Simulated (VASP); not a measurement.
Input of a VASP 6.6.1 run:

Contents of INCAR:

```
  PREC = Accurate
  ENCUT = 600
  EDIFF = 1E-6
  ISMEAR = 0
  SIGMA = 0.1
  LREAL = False
  LASPH = True
  NELM = 200
  ALGO = Normal
  ISIF = 2
  LWAVE = False
  LCHARG = False
  ISPIN = 2
  MAGMOM = 1.88 1.88 0 0 0 0
  LORBIT = 11
  LMAXMIX = 4
  GGA = PS
  NBANDS = 37
  GGA_COMPAT = False
```

The input KPOINTS:

```
Automatic mesh
0
Gamma
  8 8 12
```

File POSCAR:

```
CrO2
1.0
    4.3923521274      0.0000000000      0.0000000000
    0.0000000000      4.3923521274      0.0000000000
    0.0000000000      0.0000000000      2.8876642851
Cr O
2 4
Direct
    0.0000000000      0.0000000000      0.0000000000
    0.5000000000      0.5000000000      0.5000000000
    0.3033025093      0.3033025093      0.0000000000
    0.1966974907      0.8033025093      0.5000000000
    0.6966974907      0.6966974907      0.0000000000
    0.8033025093      0.1966974907      0.5000000000
```

Potentials or basis: VASP PAW PBE potentials, release 64 (Cr_pv, O).

Command:

```console
$ cat potpaw_PBE.64/Cr_pv/POTCAR potpaw_PBE.64/O/POTCAR > POTCAR
$ mpirun -np 1 vasp_std > vasp.out
```

Task: Estimate the largest force.

Result: 0.019 eV/Å.

Task: Predict the pressure.

Result: 0.2 GPa.

Forces on the atoms (eV/Å):
```
Cr   0.000  0.000  0.000
Cr   0.000  0.000  0.000
O   -0.014 -0.014  0.000
O    0.014 -0.014  0.000
O    0.014  0.014  0.000
O   -0.014  0.014  0.000
```

Caveat: the PAW data sets were made with another functional, which shifts forces and pressure a little; the run started ferromagnetic, and an antiferromagnetic order may lie lower in energy.
